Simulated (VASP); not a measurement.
The system is Ag.

```xyz
1
Lattice="0.0000 2.0427 2.0427 2.0427 0.0000 2.0427 2.0427 2.0427 0.0000" Properties=species:S:1:pos:R:3 pbc="T T T"
Ag    0.0000    0.0000    0.0000
```

```yaml
Program: VASP 6.6.1
Task: relaxation of cell and atoms
Functional: LDA
Potentials_or_basis: VASP PAW LDA potentials, release 64 (Ag)
Cutoff: 600 eV
k_mesh: 9 × 9 × 9
Occupations: methfessel-paxton, width 0.1 eV
Spin: no spin polarisation
```

At the start: pressure -7.4 GPa; volume 17.05 Å³/atom.

**Question.** How do energy, volume and symmetry change on relaxing?

**Answer.** Over 3 steps the energy falls by 25.4 meV/atom and the volume is 16.02 Å³/atom (-6.0 %); space group Fm-3m (No. 225, to 0.05 Å).

The path:
```tsv
step	energy change (eV)	largest force (eV/Å)	pressure (GPa)	volume (Å³)
1	0.0000	0.0000	-7.36	17.05
2	-0.0044	0.0000	8.63	15.19
3	-0.0254	0.0000	-0.07	16.02
```

Final structure:
```yaml
crystal:
  lattice:
    - [0.00000, 2.00095, 2.00095]
    - [2.00095, 0.00000, 2.00095]
    - [2.00095, 2.00095, 0.00000]
  atoms:
    - { symbol: Ag, position: [0.00000, 0.00000, 0.00000] }
```
